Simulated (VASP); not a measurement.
Here is a VASP 6.6.1 calculation.

Contents of INCAR:

```
PREC = Accurate
ENCUT = 520
EDIFF = 1E-7
ISMEAR = 0
SIGMA = 0.05
LREAL = False
LASPH = True
NELM = 80
ALGO = Normal
ISIF = 2
LWAVE = False
LCHARG = False
GGA = PS
NBANDS = 16
```

KPOINTS

```
Automatic mesh
0
Gamma
  10 10 10
```

The input POSCAR:

```
NbAs
1.0
    0.0000000000      2.6051860634      2.6051860634
    2.6051860634      0.0000000000      2.6051860634
    2.6051860634      2.6051860634      0.0000000000
Nb As
1 1
Direct
    0.5000000000      0.5000000000      0.5000000000
    0.0000000000      0.0000000000      0.0000000000
```

Potentials or basis: VASP PAW PBE potentials, release 64 (Nb_sv, As).

Run with:

```console
$ cat potpaw_PBE.64/Nb_sv/POTCAR potpaw_PBE.64/As/POTCAR > POTCAR
$ mpirun -np 1 vasp_std > vasp.out
```

**Question.** What does it give for the band gap on the k mesh?

**Answer.** Zero (band 9 reaches 10.66 eV, above the bottom of band 10 at 8.72 eV).

**Question.** What does it give for the pressure?

**Answer.** 0.2 GPa.

Caveat: the PAW data sets were made with another functional, which shifts forces and pressure a little.
